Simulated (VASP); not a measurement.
# WC in VASP: notebook, part 2 of 3

VASP 6.6.1.

**3. Electric field gradients, PBE**

This run uses another cell than the first one, of 10.31 Å³/atom.

INCAR reads:

```
SYSTEM = WC
  ALGO = Normal
  EDIFF = 1E-8
  ENCUT = 520
  GGA = PE
  ISIF = 2
  ISMEAR = -1
  LASPH = .TRUE.
  LCHARG = .FALSE.
  LEFG = .TRUE.
  LREAL = .FALSE.
  LWAVE = .FALSE.
  NBANDS = 16
  NELM = 60
  PREC = Accurate
  SIGMA = 0.05
```

KPOINTS reads:

```
k-points
0
G
  18 18 17
  0 0 0
```

POSCAR reads:

```
WC
1.0
    2.9005014360      0.0000000000      0.0000000000
   -1.4502507180      2.5119079273      0.0000000000
    0.0000000000      0.0000000000      2.8290000000
W C
1 1
Direct
    0.0000000000      0.0000000000      0.0000000000
    0.6666666667      0.3333333333      0.5000000000
```

Potentials or basis: VASP PAW PBE potentials, release 64 (W_sv, C).

Command:

```bash
cat potpaw_PBE.64/W_sv/POTCAR potpaw_PBE.64/C/POTCAR > POTCAR
mpirun -np 1 vasp_std > vasp.out
```

OUTCAR:

```text
SYSTEM = WC
   EDIFF = 1E-8
   ENCUT = 520
   GGA = PE
   ISIF = 2
   ISMEAR = -1
   LASPH = .TRUE.
   LREAL = .FALSE.
   NELM = 60
   PREC = Accurate

 ion  position               nearest neighbor table
   1  0.000  0.000  0.000-   2 2.19   2 2.19   2 2.19   2 2.19   2 2.19   2 2.19
   2  0.667  0.333  0.500-   1 2.19   1 2.19   1 2.19   1 2.19   1 2.19   1 2.19

  LATTYP: Found a hexagonal cell.
 ALAT       =     2.9005014360
 C/A-ratio  =     0.9753485949

  Lattice vectors:

 A1 = (   2.9005014360,   0.0000000000,   0.0000000000)
 A2 = (  -1.4502507180,   2.5119079273,   0.0000000000)
 A3 = (   0.0000000000,   0.0000000000,   2.8290000000)

Analysis of symmetry for initial positions (statically):
=====================================================================
 Subroutine PRICEL returns:
 Original cell was already a primitive cell.

 Routine SETGRP: Setting up the symmetry group for a
 hexagonal supercell.

 Subroutine GETGRP returns: Found 12 space group operations
 (whereof 12 operations were pure point group operations)
 out of a pool of 24 trial point group operations.

The static configuration has the point symmetry D_3h.

Analysis of symmetry for dynamics (positions and initial velocities):
=====================================================================
 Subroutine PRICEL returns:
 Original cell was already a primitive cell.

 Routine SETGRP: Setting up the symmetry group for a
 hexagonal supercell.

 Subroutine GETGRP returns: Found 12 space group operations
 (whereof 12 operations were pure point group operations)
 out of a pool of 24 trial point group operations.

The dynamic configuration has the point symmetry D_3h.

 Subroutine INISYM returns: Found 12 space group operations
 (whereof 12 operations are pure point group operations),
 and found     1 'primitive' translations

----------------------------------------------------------------------------------------

                                     Primitive cell

  volume of cell :      20.6115

  direct lattice vectors                    reciprocal lattice vectors
     2.900501436  0.000000000  0.000000000     0.344767973  0.199051882  0.000000000
    -1.450250718  2.511907927  0.000000000     0.000000000  0.398103764  0.000000000
     0.000000000  0.000000000  2.829000000     0.000000000  0.000000000  0.353481796

  length of vectors
     2.900501436  2.900501436  2.829000000     0.398103764  0.398103764  0.353481796

  position of ions in fractional coordinates (direct lattice)
     0.000000000  0.000000000  0.000000000
     0.666666667  0.333333333  0.500000000

  ion indices of the primitive-cell ions
   primitive index   ion index
                 1           1
                 2           2

----------------------------------------------------------------------------------------

 KPOINTS: k-points

Automatic generation of k-mesh.
 Grid dimensions read from file:
 generate k-points for:   18   18   17
[... 66 lines left out ...]
   EDIFFG = 0.1E-06   stopping-criterion for IOM
   NSW    =      0    number of steps for IOM
   IBRION =     -1    ionic relax: 0-MD 1-quasi-New 2-CG
   NFREE  =      0    steps in history (QN), initial steepest desc. (CG)
   ISIF   =      2    stress and relaxation
   ISYM   =      2    0-nonsym 1-usesym 2-fastsym
   POTIM  = 0.5000    time-step for ionic-motion
   TEBEG  =    0.0;   TEEND  =   0.0 temperature during run
   PSTRESS=    0.0 pullay stress
   NELECT =      18.0000    total number of electrons
   NUPDOWN=      -1.0000    fix difference up-down
   EMIN   =  10.00;   EMAX   =-10.00  energy-range for DOS
   EFERMI =   0.00;   METHOD = LEGACY
   ISMEAR =    -1;   SIGMA  =   0.05  broadening in eV -4-tet -1-fermi 0-gaus
   EFERMI_NEDOS =   21; number of points for ismear=-14 and -15
   IALGO  =     38    algorithm
   IMIX   =      4    mixing-type and parameters
     AMIX     =   0.40;   BMIX     =  1.00
     AMIX_MAG =   1.60;   BMIX_MAG =  1.00
  volume/ion in A,a.u.               =      10.31        69.55
  Fermi-wavevector in a.u.,A,eV,Ry     =   1.564813  2.957068 33.315762  2.448639
  Thomas-Fermi vector in A             =   2.667381
   LORBIT       =      0    0 simple, 1 ext, 2 COOP (PROOUT), +10 PAW based schemes
   GGA     = PE    functional components
[... 5 lines left out ...]
 non-spin polarized calculation
  energy-cutoff  :      520.00
  volume of cell :       20.61
 maximum number of plane-waves:       580
 NGX is ok and might be reduce to    24
   NGX = 11   NGY = 11   NGZ = 11

 number of electron      18.0000001 magnetization

 Free energy of the ion-electron system (eV)
  ---------------------------------------------------
  ext. energy  EPLUGINS =         0.00000000
  ---------------------------------------------------
  free energy    TOTEN  =       -22.43546033 eV

  energy without entropy =      -22.43305268  energy(sigma->0) =      -22.43425650

 E-fermi :  11.1765     XC(G=0): -13.8377

 val. band max:       11.1741770660   @ k =   0.4444  -0.0000   0.4706
 cond. band min:      11.1940891160   @ k =   0.3333   0.2222   0.0000
 fundamental gap:      0.0199120500
 Fermi energy:        11.1764881836

 k-point     1 :       0.0000    0.0000    0.0000
  band No.  band energies     occupation
      1     -62.8125      2.00000
      2     -26.7905      2.00000
      3     -26.6903      2.00000
      4     -26.6903      2.00000
      5      -3.3261      2.00000
      6       6.8260      2.00000
[... 433 lines left out ...]
      3     -26.9413      2.00000
      4     -26.6764      2.00000
      5       0.0710      2.00000
      6       4.2722      2.00000
[... 8 lines left out ...]
     15      25.0586      0.00000
     16      28.7726      0.00000

 [... further k-points ...]

------------------------ aborting loop because EDIFF is reached ----------------------------------------

  FORCE on cell =-STRESS in cart. coord.  units (eV):
  Direction    XX          YY          ZZ          XY          YZ          ZX
  --------------------------------------------------------------------------------------
  -------------------------------------------------------------------------------------
  Total        1.2003117      1.2003117      1.3118026      0.0000000      0.0000000      0.0000000
  in kB       93.3028382     93.3028382    101.9692719      0.0000000      0.0000000      0.0000000
  external PRESSURE =      96.1916495 kB  Pullay stress =       0.0000000 kB

 VOLUME and BASIS-vectors are now :
 -----------------------------------------------------------------------------
  energy-cutoff  :      520.00
  volume of cell :       20.61
      direct lattice vectors                 reciprocal lattice vectors
     2.900501436  0.000000000  0.000000000     0.344767973  0.199051882  0.000000000
    -1.450250718  2.511907927  0.000000000     0.000000000  0.398103764  0.000000000
     0.000000000  0.000000000  2.829000000     0.000000000  0.000000000  0.353481796

 POSITION                                       TOTAL-FORCE (eV/Angst)
 -----------------------------------------------------------------------------------
      0.00000      0.00000      0.00000         0.000000     -0.000000      0.000000
      1.45025      0.83730      1.41450         0.000000      0.000000      0.000000
 -----------------------------------------------------------------------------------
    total drift:                                0.000000     -0.000000      0.000000

  FREE ENERGIE OF THE ION-ELECTRON SYSTEM (eV)
  ---------------------------------------------------
  free  energy   TOTEN  =       -22.4354603296 eV

  energy  without entropy=      -22.4330526779  energy(sigma->0) =      -22.43425650

 Electric field gradients (V/A^2)
---------------------------------------------------------------------
 ion       V_xx      V_yy      V_zz      V_xy      V_xz      V_yz
---------------------------------------------------------------------
   1      71.505    71.505  -143.010     0.000     0.000     0.000
   2      -0.020    -0.020     0.040     0.000     0.000    -0.000
---------------------------------------------------------------------

 Electric field gradients after diagonalization (V/A^2)
 (convention: |V_zz| > |V_xx| > |V_yy|)
----------------------------------------------------------------------
 ion       V_xx      V_yy      V_zz     asymmetry (V_yy - V_xx)/ V_zz
----------------------------------------------------------------------
   1      71.505    71.505  -143.010       0.000
   2      -0.020    -0.019     0.040       0.022
----------------------------------------------------------------------

           NMR quadrupolar parameters

 Cq : quadrupolar parameter    Cq=e*Q*V_zz/h
 eta: asymmetry parameters     (V_yy - V_xx)/ V_zz
 Q  : nuclear electric quadrupole moment in mb (millibarn)
----------------------------------------------------------------------
 ion       Cq(MHz)       eta       Q (mb)
----------------------------------------------------------------------
   1      -0.346       0.000       1.000
   2       0.000       0.022       1.000
----------------------------------------------------------------------
```

OSZICAR:

```text
N       E                     dE             d eps       ncg     rms          rms(c)
DAV:   1     0.110450361527E+03    0.11045E+03   -0.93857E+03 10680   0.125E+03
DAV:   2    -0.223112835055E+02   -0.13276E+03   -0.12846E+03 12744   0.338E+02
DAV:   3    -0.254903532610E+02   -0.31791E+01   -0.31689E+01 11688   0.498E+01
DAV:   4    -0.255065531460E+02   -0.16200E-01   -0.16199E-01 14080   0.401E+00
DAV:   5    -0.255066756131E+02   -0.12247E-03   -0.12247E-03 11752   0.328E-01    0.329E+01
DAV:   6    -0.225143325036E+02    0.29923E+01   -0.57342E+00 12928   0.258E+01    0.877E+00
DAV:   7    -0.224631776798E+02    0.51155E-01   -0.41859E-01 11104   0.497E+00    0.633E+00
DAV:   8    -0.224367044731E+02    0.26473E-01   -0.60029E-02 12032   0.209E+00    0.109E+00
DAV:   9    -0.224355169642E+02    0.11875E-02   -0.29935E-03 11848   0.418E-01    0.118E-01
DAV:  10    -0.224354626000E+02    0.54364E-04   -0.29223E-04 12848   0.193E-01    0.637E-02
DAV:  11    -0.224354612339E+02    0.13662E-05   -0.12765E-05 12232   0.323E-02    0.975E-03
DAV:  12    -0.224354604195E+02    0.81436E-06   -0.27070E-06 12032   0.150E-02    0.127E-03
DAV:  13    -0.224354603617E+02    0.57794E-07   -0.98349E-08 12752   0.266E-03    0.347E-04
DAV:  14    -0.224354603302E+02    0.31516E-07   -0.18028E-09  8432   0.414E-04    0.429E-05
DAV:  15    -0.224354603296E+02    0.65620E-09   -0.16964E-10  5848   0.149E-04
   1 F= -.22435460E+02 E0= -.22434257E+02  d E =-.240765E-02
```

It took 38 s on 1 thread of Intel Xeon 6975P-C (Granite Rapids), shared host; peak memory 0.23 GiB.

Results:

* Free energy: -22.4355 eV
* Pressure: 9.6 GPa
* Band gap on the k mesh: zero (bands 9 and 10 overlap by 1.38 eV)
* Largest electric field gradient by atom: W -143.0; C +0.0 V/Å²

Stress tensor (GPa, compression positive):
```
 9.33  0.00  0.00
 0.00  9.33  0.00
 0.00  0.00 10.20
```

Electric field gradients, principal values (V/Å²):
```
atom   least  middle  greatest (by size)
 1 W  71.505  71.505            -143.010
 2 C  -0.019  -0.020               0.040
```

Caveat: the cell stands under pressure; without QUAD_EFG the Cq values of the log hold for a quadrupole moment of 1 mb, not for the nuclei; spin-orbit coupling is left out, which moves the levels of the heavy elements.

**4. Electric field gradients, PBE (xy shear strain of +1.5 %)**

INCAR reads:

```
SYSTEM = WC
PREC = Accurate
ENCUT = 520
EDIFF = 1E-8
ISMEAR = -1
SIGMA = 0.05
LREAL = .False.
LASPH = .True.
NELM = 100
ALGO = Normal
ISIF = 2
LWAVE = .False.
LCHARG = .False.
GGA = PE
LEFG = .True.
NBANDS = 16
```

KPOINTS reads:

```
Automatic mesh
0
Gamma
  13 13 12
  0 0 0
```

POSCAR reads:

```
WC
1.0
    2.9005014360      0.0217537608      0.0000000000
   -1.4314114086      2.5010310469      0.0000000000
    0.0000000000      0.0000000000      2.8290000000
W C
1 1
Direct
    0.0000000000      0.0000000000      0.0000000000
    0.6666666667      0.3333333333      0.5000000000
```

Potentials or basis: VASP PAW PBE potentials, release 64 (W_sv, C).

Command:

```bash
cat potpaw_PBE.64/W_sv/POTCAR potpaw_PBE.64/C/POTCAR > POTCAR
mpirun -np 1 vasp_std > vasp.out
```

OUTCAR:

```text
SYSTEM = WC
   PREC = Accurate
   ENCUT = 520
   EDIFF = 1E-8
   ISMEAR = -1
   LREAL = .False.
   LASPH = .True.
   NELM = 100
   ISIF = 2
   GGA = PE

 ion  position               nearest neighbor table
   1  0.000  0.000  0.000-   2 2.18   2 2.18   2 2.19   2 2.19   2 2.20   2 2.20
   2  0.667  0.333  0.500-   1 2.18   1 2.18   1 2.19   1 2.19   1 2.20   1 2.20

  Warning from LATTYP: Monoclinic adjustment (A1->A3, A2->A1, A3->A2)!
  LATTYP: Found a simple monoclinic cell.
 ALAT       =     2.8816826540
 B/A-ratio  =     0.9817180931
 C/A-ratio  =     1.0065587921
 COS(beta)  =    -0.4902045493

[... 673 lines left out ...]
  free  energy   TOTEN  =       -22.4324113662 eV

  energy  without entropy=      -22.4299334333  energy(sigma->0) =      -22.43117240

 Electric field gradients (V/A^2)
---------------------------------------------------------------------
 ion       V_xx      V_yy      V_zz      V_xy      V_xz      V_yz
---------------------------------------------------------------------
   1      71.367    72.365  -143.732    14.369     0.000     0.000
   2      -0.136    -0.154     0.290     0.617     0.000    -0.000
---------------------------------------------------------------------

 Electric field gradients after diagonalization (V/A^2)
 (convention: |V_zz| > |V_xx| > |V_yy|)
----------------------------------------------------------------------
 ion       V_xx      V_yy      V_zz     asymmetry (V_yy - V_xx)/ V_zz
----------------------------------------------------------------------
   1      86.244    57.489  -143.732       0.200
   2       0.472     0.290    -0.762       0.238
----------------------------------------------------------------------

           NMR quadrupolar parameters

 Cq : quadrupolar parameter    Cq=e*Q*V_zz/h
 eta: asymmetry parameters     (V_yy - V_xx)/ V_zz
 Q  : nuclear electric quadrupole moment in mb (millibarn)
----------------------------------------------------------------------
 ion       Cq(MHz)       eta       Q (mb)
----------------------------------------------------------------------
   1      -0.348       0.200       1.000
   2      -0.002       0.238       1.000
----------------------------------------------------------------------
```

stdout:

```text
POSCAR found type information on POSCAR W C
 POSCAR found :  2 types and       2 ions
 scaLAPACK will be used
 LDA part: xc-table for (Slater+PW92), standard interpolation
 POSCAR, INCAR and KPOINTS ok, starting setup
 FFT: planning ... GRIDC
 FFT: planning ... GRID_SOFT
 FFT: planning ... GRID
 WAVECAR not read
 entering main loop
ion   1

ion   2
```

Wall time 67 s (1 thread of Intel Xeon 6975P-C (Granite Rapids), shared host); peak memory 0.3 GiB.

Results:

* Free energy: -22.4324 eV
* Pressure: 9.6 GPa
* Largest force: 0.092 eV/Å
* Band gap on the k mesh: zero (bands 9 and 10 overlap by 1.19 eV)
* Largest electric field gradient by atom: W -143.7; C -0.8 V/Å²

Forces in eV/Å, atoms in the order of the input:
```
W    0.092  0.000  0.000
C   -0.092  0.000  0.000
```

Levels at points of the mesh, in eV from the Fermi level:
```csv
k point,band 7,band 8,band 9,band 10,band 11,band 12
"(0.00, 0.00, 0.00)",-3.50,-3.25,0.08,3.23,3.29,5.58
"(0.00, 0.00, 0.50)",-2.08,-2.01,-0.75,-0.45,3.70,4.43
```

Electric field gradients, principal values (V/Å²):
| atom | least | middle | greatest (by size) |
| --- | --- | --- | --- |
| 1 W | 57.489 | 86.244 | -143.732 |
| 2 C | 0.290 | 0.472 | -0.762 |

Caveat: the cell differs from its parent crystal (xy shear strain of +1.5 %); the cell stands under pressure; without QUAD_EFG the Cq values of the log hold for a quadrupole moment of 1 mb, not for the nuclei; spin-orbit coupling is left out, which moves the levels of the heavy elements.

[end of part 2 of 3]
